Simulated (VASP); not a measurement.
# Al3As (P6_3/mmc) in VASP: a series of runs

Al3As is run at these levels: PBE; tasks: single point, relaxation of cell and atoms.

All numbers are computed with VASP 6.6.1; they aren't measurements. Logs are shortened: lines on timing, memory, paths and dates and some standing lists are left out, and cuts for length are marked.

## 1. The cell of the first run

Symmetry: P6_3/mmc, No. 194, hexagonal system. Conventional cell: a = 5.720 Å, b = 5.720 Å, c = 4.566 Å, α = 90.00°, β = 90.00°, γ = 120.00°. Al (site symmetry mm2) has 4 As at 2.81 to 2.86 Å and 8 Al at 2.82 to 2.87 Å within 3.7 Å. As (site symmetry -6m2) has 12 Al at 2.81 to 2.86 Å within 3.7 Å.

## 2. Single point, PBE

File INCAR:

```
  PREC = Accurate
  ENCUT = 520
  EDIFF = 1E-7
  ISMEAR = 0
  SIGMA = 0.1
  LREAL = False
  LASPH = True
  NELM = 100
  ALGO = Normal
  ISIF = 2
  LWAVE = False
  LCHARG = False
  GGA = PE
  NBANDS = 24
```

File KPOINTS:

```
regular mesh
0
Gamma
  6 6 4
```

File POSCAR:

```
Al3As
1.0
    5.7197720400      0.0000000000      0.0000000000
   -2.8598860200      4.9534678900      0.0000000000
    0.0000000000      0.0000000000      4.5661834000
Al As
6 2
Direct
    0.1674720000      0.3349440100      0.7500000000
    0.6650559900      0.8325280000      0.7500000000
    0.1674720000      0.8325280000      0.7500000000
    0.8325280000      0.6650559900      0.2500000000
    0.3349440100      0.1674720000      0.2500000000
    0.8325280000      0.1674720000      0.2500000000
    0.6666666700      0.3333333300      0.7500000000
    0.3333333300      0.6666666700      0.2500000000
```

Potentials or basis: VASP PAW PBE potentials, release 64 (Al, As).

Command:

```bash
cat potpaw_PBE.64/Al/POTCAR potpaw_PBE.64/As/POTCAR > POTCAR
mpirun -np 1 vasp_std > vasp.out
```

OUTCAR:

```text
PREC = Accurate
   ENCUT = 520
   EDIFF = 1E-7
   ISMEAR = 0
   LREAL = False
   LASPH = True
   NELM = 100
   ISIF = 2
   GGA = PE

 ion  position               nearest neighbor table
   1  0.167  0.335  0.750-   8 2.81   8 2.81   6 2.82   6 2.82   5 2.82   5 2.82   2 2.85   3 2.85
                             7 2.86   7 2.86   3 2.87   2 2.87
   2  0.665  0.833  0.750-   8 2.81   8 2.81   6 2.82   6 2.82   4 2.82   4 2.82   1 2.85   3 2.85
                             7 2.86   7 2.86   1 2.87   3 2.87
   3  0.167  0.833  0.750-   8 2.81   8 2.81   5 2.82   5 2.82   4 2.82   4 2.82   1 2.85   2 2.85
                             7 2.86   7 2.86   1 2.87   2 2.87
   4  0.833  0.665  0.250-   7 2.81   7 2.81   3 2.82   3 2.82   2 2.82   2 2.82   5 2.85   6 2.85
                             8 2.86   8 2.86   6 2.87   5 2.87
   5  0.335  0.167  0.250-   7 2.81   7 2.81   3 2.82   3 2.82   1 2.82   1 2.82   4 2.85   6 2.85
                             8 2.86   8 2.86   4 2.87   6 2.87
   6  0.833  0.167  0.250-   7 2.81   7 2.81   2 2.82   2 2.82   1 2.82   1 2.82   4 2.85   5 2.85
                             8 2.86   8 2.86   4 2.87   5 2.87
   7  0.667  0.333  0.750-   4 2.81   4 2.81   5 2.81   5 2.81   6 2.81   6 2.81   2 2.86   1 2.86
                             3 2.86   3 2.86   2 2.86   1 2.86
   8  0.333  0.667  0.250-   1 2.81   1 2.81   2 2.81   2 2.81   3 2.81   3 2.81   5 2.86   4 2.86
                             6 2.86   6 2.86   5 2.86   4 2.86

  LATTYP: Found a hexagonal cell.
 ALAT       =     5.7197720400
 C/A-ratio  =     0.7983156266

  Lattice vectors:

 A1 = (   5.7197720400,   0.0000000000,   0.0000000000)
 A2 = (  -2.8598860200,   4.9534678900,   0.0000000000)
 A3 = (   0.0000000000,   0.0000000000,   4.5661834000)

Analysis of symmetry for initial positions (statically):
=====================================================================
 Subroutine PRICEL returns:
 Original cell was already a primitive cell.

 Routine SETGRP: Setting up the symmetry group for a
 hexagonal supercell.

 Subroutine GETGRP returns: Found 24 space group operations
 (whereof 12 operations were pure point group operations)
 out of a pool of 24 trial point group operations.

The static configuration has the point symmetry D_3d.
 The point group associated with its full space group is D_6h.

Analysis of symmetry for dynamics (positions and initial velocities):
=====================================================================
 Subroutine PRICEL returns:
 Original cell was already a primitive cell.

 Routine SETGRP: Setting up the symmetry group for a
 hexagonal supercell.

 Subroutine GETGRP returns: Found 24 space group operations
 (whereof 12 operations were pure point group operations)
 out of a pool of 24 trial point group operations.

The dynamic configuration has the point symmetry D_3d.
 The point group associated with its full space group is D_6h.

 Subroutine INISYM returns: Found 24 space group operations
 (whereof 12 operations are pure point group operations),
 and found     1 'primitive' translations

----------------------------------------------------------------------------------------

                                     Primitive cell

  volume of cell :     129.3723

  direct lattice vectors                    reciprocal lattice vectors
     5.719772040  0.000000000  0.000000000     0.174832142  0.100939385  0.000000000
    -2.859886020  4.953467890  0.000000000     0.000000000  0.201878769  0.000000000
     0.000000000  0.000000000  4.566183400     0.000000000  0.000000000  0.219001278

  length of vectors
     5.719772040  5.719772040  4.566183400     0.201878769  0.201878769  0.219001278

  position of ions in fractional coordinates (direct lattice)
     0.167472000  0.334944010  0.750000000
     0.665055990  0.832528000  0.750000000
     0.167472000  0.832528000  0.750000000
     0.832528000  0.665055990  0.250000000
     0.334944010  0.167472000  0.250000000
     0.832528000  0.167472000  0.250000000
     0.666666670  0.333333330  0.750000000
     0.333333330  0.666666670  0.250000000

  ion indices of the primitive-cell ions
   primitive index   ion index
                 1           1
                 2           2
                 3           3
                 4           4
                 5           5
                 6           6
                 7           7
                 8           8

----------------------------------------------------------------------------------------

 KPOINTS: regular mesh

Automatic generation of k-mesh.
 Grid dimensions read from file:
 generate k-points for:    6    6    4

 Generating k-lattice:

  Cartesian coordinates                     Fractional coordinates (reciprocal lattice)
     0.029138690  0.016823231  0.000000000     0.166666667  0.000000000  0.000000000
     0.000000000  0.033646462  0.000000000     0.000000000  0.166666667  0.000000000
     0.000000000  0.000000000  0.054750319     0.000000000  0.000000000  0.250000000

  Length of vectors
     0.033646462  0.033646462  0.054750319

  Shift w.r.t. Gamma in fractional coordinates (k-lattice)
     0.000000000  0.000000000  0.000000000

 Subroutine IBZKPT returns following result:
 ===========================================

 Found     21 irreducible k-points:

 Following reciprocal coordinates:
            Coordinates               Weight
  0.000000  0.000000  0.000000      1.000000
  0.166667  0.000000  0.000000      6.000000
  0.333333 -0.000000  0.000000      6.000000
  0.500000 -0.000000  0.000000      3.000000
  0.166667  0.166667  0.000000      6.000000
  0.333333  0.166667  0.000000     12.000000
[... 13 lines left out ...]
  0.333333  0.166667  0.500000     12.000000
  0.333333  0.333333  0.500000      2.000000
   k-points           NKPTS =     21   k-points in BZ     NKDIM =     21   number of bands    NBANDS=     24
   number of dos      NEDOS =    301   number of ions     NIONS =      8
   total plane-waves  NPLWV =  82944
   dimension x,y,z NGX =    48 NGY =   48 NGZ =   36
   dimension x,y,z NGXF=    96 NGYF=   96 NGZF=   72
   ions per type =               6   2
   NGX,Y,Z   is equivalent  to a cutoff of  13.95, 13.95, 13.11 a.u.
   NGXF,Y,Z  is equivalent  to a cutoff of  27.90, 27.90, 26.21 a.u.
 SYSTEM =  unknown system
   PREC   = accura    normal or accurate (medium, high low for compatibility)
   ISTART =      0    job   : 0-new  1-cont  2-samecut
   ICHARG =      2    charge: 1-file 2-atom 10-const
   ISPIN  =      1    spin polarized calculation?
   LNONCOLLINEAR =      F non collinear calculations
   LSORBIT =      F    spin-orbit coupling
   LASPH  =      T    aspherical Exc in radial PAW
   ENCUT  =  520.0 eV  38.22 Ry    6.18 a.u.  10.63 10.63  8.49*2*pi/ulx,y,z
   NELM   =    100;   NELMIN=  2; NELMDL= -5     # of ELM steps
   EDIFF  = 0.1E-06   stopping-criterion for ELM
   LREAL  =      F    real-space projection
   EDIFFG = 0.1E-05   stopping-criterion for IOM
   NSW    =      0    number of steps for IOM
   IBRION =     -1    ionic relax: 0-MD 1-quasi-New 2-CG
   NFREE  =      0    steps in history (QN), initial steepest desc. (CG)
   ISIF   =      2    stress and relaxation
   ISYM   =      2    0-nonsym 1-usesym 2-fastsym
   POTIM  = 0.5000    time-step for ionic-motion
   TEBEG  =    0.0;   TEEND  =   0.0 temperature during run
   PSTRESS=    0.0 pullay stress
   NELECT =      28.0000    total number of electrons
   NUPDOWN=      -1.0000    fix difference up-down
   EMIN   =  10.00;   EMAX   =-10.00  energy-range for DOS
   EFERMI =   0.00;   METHOD = LEGACY
   ISMEAR =     0;   SIGMA  =   0.10  broadening in eV -4-tet -1-fermi 0-gaus
   EFERMI_NEDOS =   21; number of points for ismear=-14 and -15
   IALGO  =     38    algorithm
   IMIX   =      4    mixing-type and parameters
     AMIX     =   0.40;   BMIX     =  1.00
     AMIX_MAG =   1.60;   BMIX_MAG =  1.00
  volume/ion in A,a.u.               =      16.17       109.13
  Fermi-wavevector in a.u.,A,eV,Ry     =   0.982910  1.857430 13.144749  0.966112
  Thomas-Fermi vector in A             =   2.114028
   LORBIT       =      0    0 simple, 1 ext, 2 COOP (PROOUT), +10 PAW based schemes
   GGA     = PE    functional components
   LHFCALC =     F    Hartree Fock is set to
   AEXX    =    0.0000 exact exchange contribution
   IVDW    =     0    specifies the selected vdW correction
   LEPSILON=     F    determine dielectric tensor
   LRPA    =     F    only Hartree local field effects (RPA)
 non-spin polarized calculation
 Gauss-broadening in eV      SIGMA  =   0.10
  energy-cutoff  :      520.00
  volume of cell :      129.37
 maximum number of plane-waves:      3515
 NGX is ok and might be reduce to    48
   NGX = 21   NGY = 21   NGZ = 17

 number of electron      28.0000001 magnetization

 Free energy of the ion-electron system (eV)
  ---------------------------------------------------
  ext. energy  EPLUGINS =         0.00000000
  ---------------------------------------------------
  free energy    TOTEN  =       -30.60767708 eV

  energy without entropy =      -30.57966418  energy(sigma->0) =      -30.59367063

 E-fermi :   8.3773     XC(G=0): -10.5731

 val. band max:        8.3686870487   @ k =   0.3333  -0.0000   0.2500
 cond. band min:       8.3989850890   @ k =   0.3333   0.1667   0.5000
 fundamental gap:      0.0302980404
 Fermi energy:         8.3773026294

 k-point     1 :       0.0000    0.0000    0.0000
  band No.  band energies     occupation
      1      -5.3836      2.00000
      2      -2.9111      2.00000
      3       1.5312      2.00000
      4       1.8243      2.00000
      5       1.8243      2.00000
      6       2.2915      2.00000
[... 16 lines left out ...]
     23      12.1828      0.00000
     24      13.5137      0.00000

 k-point     2 :       0.1667    0.0000    0.0000
  band No.  band energies     occupation
      1      -5.2582      2.00000
      2      -3.0914      2.00000
      3       0.5133      2.00000
      4       1.2465      2.00000
      5       1.9501      2.00000
      6       2.7107      2.00000
[... 505 lines left out ...]
 k-point    21 :       0.3333    0.3333    0.5000
  band No.  band energies     occupation
      1      -3.6809      2.00000
      2      -3.6809      2.00000
      3      -0.0942      2.00000
      4      -0.0942      2.00000
      5       0.4545      2.00000
      6       0.4545      2.00000
[... 16 lines left out ...]
     23      12.1642      0.00000
     24      12.1642      0.00000

------------------------ aborting loop because EDIFF is reached ----------------------------------------

  FORCE on cell =-STRESS in cart. coord.  units (eV):
  Direction    XX          YY          ZZ          XY          YZ          ZX
  --------------------------------------------------------------------------------------
  -------------------------------------------------------------------------------------
  Total        3.6762591      3.6762591      9.7070874      0.0000000      0.0000000     -0.0000000
  in kB       45.5276544     45.5276544    120.2148440      0.0000000      0.0000000     -0.0000000
  external PRESSURE =      70.4233843 kB  Pullay stress =       0.0000000 kB

 VOLUME and BASIS-vectors are now :
 -----------------------------------------------------------------------------
  energy-cutoff  :      520.00
  volume of cell :      129.37
      direct lattice vectors                 reciprocal lattice vectors
     5.719772040  0.000000000  0.000000000     0.174832142  0.100939385  0.000000000
    -2.859886020  4.953467890  0.000000000     0.000000000  0.201878769  0.000000000
     0.000000000  0.000000000  4.566183400     0.000000000  0.000000000  0.219001278

 POSITION                                       TOTAL-FORCE (eV/Angst)
 -----------------------------------------------------------------------------------
     -0.00000      1.65913      3.42464        -0.000000     -0.195568     -0.000000
      1.42303      4.12390      3.42464         0.169367      0.097784      0.000000
     -1.42303      4.12390      3.42464        -0.169367      0.097784      0.000000
      2.85989      3.29433      1.14155         0.000000      0.195568      0.000000
      1.43685      0.82957      1.14155        -0.169367     -0.097784     -0.000000
      4.28292      0.82957      1.14155         0.169367     -0.097784      0.000000
      2.85989      1.65116      3.42464        -0.000000     -0.000000      0.000000
     -0.00000      3.30231      1.14155         0.000000     -0.000000      0.000000
 -----------------------------------------------------------------------------------
    total drift:                               -0.000001      0.000001      0.000000

  FREE ENERGIE OF THE ION-ELECTRON SYSTEM (eV)
  ---------------------------------------------------
  free  energy   TOTEN  =       -30.6076770848 eV

  energy  without entropy=      -30.5796641819  energy(sigma->0) =      -30.59367063
```

Wall time 1.8 min (1 thread of Intel Xeon Platinum 8259CL at 2.50GHz (Skylake/Cascade Lake), shared host); peak memory 0.28 GiB.

Results:

```yaml
Free_energy: -30.6077 eV
Pressure: 7.0 GPa
Largest_force: 0.196 eV/Å
Band_gap_on_the_k_mesh: zero (band 14 reaches 10.07 eV, above the bottom of band 15 at 6.75 eV)
```

Forces in eV/Å, atoms in the order of the input:
```
Al   0.000 -0.196  0.000
Al   0.169  0.098  0.000
Al  -0.169  0.098  0.000
Al   0.000  0.196  0.000
Al  -0.169 -0.098  0.000
Al   0.169 -0.098  0.000
As   0.000  0.000  0.000
As   0.000  0.000  0.000
```

(Continued in part 2 of 2.)
